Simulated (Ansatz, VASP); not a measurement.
## InSb: VASP beside Ansatz

File INCAR:

```
SYSTEM = InSb
PREC     = Accurate       ! precision mode
ENCUT    = 500            ! plane-wave cutoff, eV
EDIFF    = 1E-6           ! SCF threshold, eV
ISMEAR   = 0              ! smearing method
SIGMA    = 0.15           ! smearing width, eV
LREAL    = .False.        ! projectors in reciprocal space
LASPH    = .True.         ! aspherical terms in the spheres
NELM     = 120            ! most SCF steps
ALGO     = Normal         ! electronic algorithm
ISIF     = 2              ! what is computed and relaxed
LWAVE    = .False.        ! write WAVECAR
LCHARG   = .False.        ! write CHGCAR
GGA      = PS             ! functional
NBANDS   = 16             ! bands
GGA_COMPAT= .False.
```

Contents of KPOINTS:

```
Automatic mesh
0
Gamma
  16 16 8
  0 0 0
```

Contents of POSCAR:

```
InSb
1.0
    3.0361886953      0.0000000000      0.0000000000
    0.0000000000      3.0361886953      0.0000000000
    0.0000000000      0.0000000000      6.0963559048
In Sb
1 1
Direct
    0.0000000000      0.0000000000      0.0000000000
    0.0000000000      0.0000000000      0.5000000000
```

Input for Ansatz:

```yaml
crystal:
  lattice:
    - [3.0361886953, 0.0, 0.0]
    - [0.0, 3.0361886953, 0.0]
    - [0.0, 0.0, 6.0963559048]
  atoms:
    - { symbol: In, position: [0.0, 0.0, 0.0] }
    - { symbol: Sb, position: [0.0, 0.0, 0.5] }
basis:
  ecutwfc: 420
kpoints:
  mp_grid: { grid: [16, 16, 8] }
hamiltonian:
  xc: pbesol
  pseudopotentials: { kind: paw, azcp: { folder: soft_1 } }
scf:
  occupations: { method: gaussian, width: 0.15 }
output:
  forces: true
  stress: true
  eigenvalues: true
  write_density: true
  write_potential: true
  elf: true
  volumetric_format: npy
```

Alike in both runs: task single point; functional PBEsol; k mesh 16 × 16 × 8; occupations gaussian, width 0.15 eV; no spin polarisation.

|  | VASP | Ansatz |
| --- | --- | --- |
| version | VASP 6.6.1 | Ansatz 0.2.0 |
| potentials or method | VASP PAW PBE potentials, release 64 (In_d, Sb), cutoff 500 eV | scalar-relativistic, plane waves, PAW |
| valence electrons in the cell | 18 | 28 |

|  | VASP | Ansatz | Ansatz less VASP |
| --- | --- | --- | --- |
| gap on the k mesh at the Fermi level (eV) | none | none | - |
| pressure (GPa) | 0.0 | 0.0 | -0.04 |
| traceless stress, the component that is largest in VASP (GPa) | 0.13 | 0.16 | +0.028 |

VASP's potentials were made for PBE, not for PBEsol, and Ansatz warns of the same on its side. A gap of «none» marks a metal or a gap that the smearing closes. With one functional, cell and mesh, what is left measures potentials, basis and numerics. VASP's potentials hold 18 valence electrons a cell and Ansatz's 28, so a difference there can come from the potentials and not from the codes.

Spin-orbit coupling is off throughout.
